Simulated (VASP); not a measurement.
Input of a VASP 6.6.1 run:

Contents of INCAR:

```
ALGO     = Normal         # electronic algorithm
EDIFF    = 1E-6           # SCF threshold, eV
ENCUT    = 520            # plane-wave cutoff, eV
GGA      = PE             # functional
ISIF     = 2              # what is computed and relaxed
ISMEAR   = 0              # smearing method
LASPH    = T              # aspherical terms in the spheres
LCHARG   = F              # write CHGCAR
LREAL    = F              # projectors in reciprocal space
LWAVE    = F              # write WAVECAR
NBANDS   = 68             # bands
NELM     = 80             # most SCF steps
PREC     = Accurate       # precision mode
SIGMA    = 0.02           # smearing width, eV
```

Contents of KPOINTS:

```
k-points
0
Gamma
  4 6 4
```

Contents of POSCAR:

```
PbF2
1.0
    6.5783464462      0.0000000000      0.0000000000
    0.0000000000      3.9502112021      0.0000000000
    0.0000000000      0.0000000000      7.8307047949
Pb F
4 8
Direct
    0.2577144914      0.2500000000      0.9035556728
    0.7422855086      0.7500000000      0.0964443272
    0.7577144914      0.2500000000      0.5964443272
    0.2422855086      0.7500000000      0.4035556728
    0.4840092318      0.2500000000      0.1463213526
    0.5159907682      0.7500000000      0.8536786474
    0.9840092318      0.2500000000      0.3536786474
    0.0159907682      0.7500000000      0.6463213526
    0.6414229207      0.7500000000      0.4284811724
    0.3585770793      0.2500000000      0.5715188276
    0.1414229207      0.7500000000      0.0715188276
    0.8585770793      0.2500000000      0.9284811724
```

Potentials or basis: VASP PAW PBE potentials, release 64 (Pb_d, F).

Command:

```sh
$ cat potpaw_PBE.64/Pb_d/POTCAR potpaw_PBE.64/F/POTCAR > POTCAR
$ mpirun -np 1 vasp_std > vasp.out
```

(1) What does it give for the pressure?

(2) Predict the band gap on the k mesh.

Answers

(1) -0.2 GPa.

(2) 4.42 eV (least direct gap 4.59 eV).

Caveat: spin-orbit coupling is left out, which moves the levels of the heavy elements.
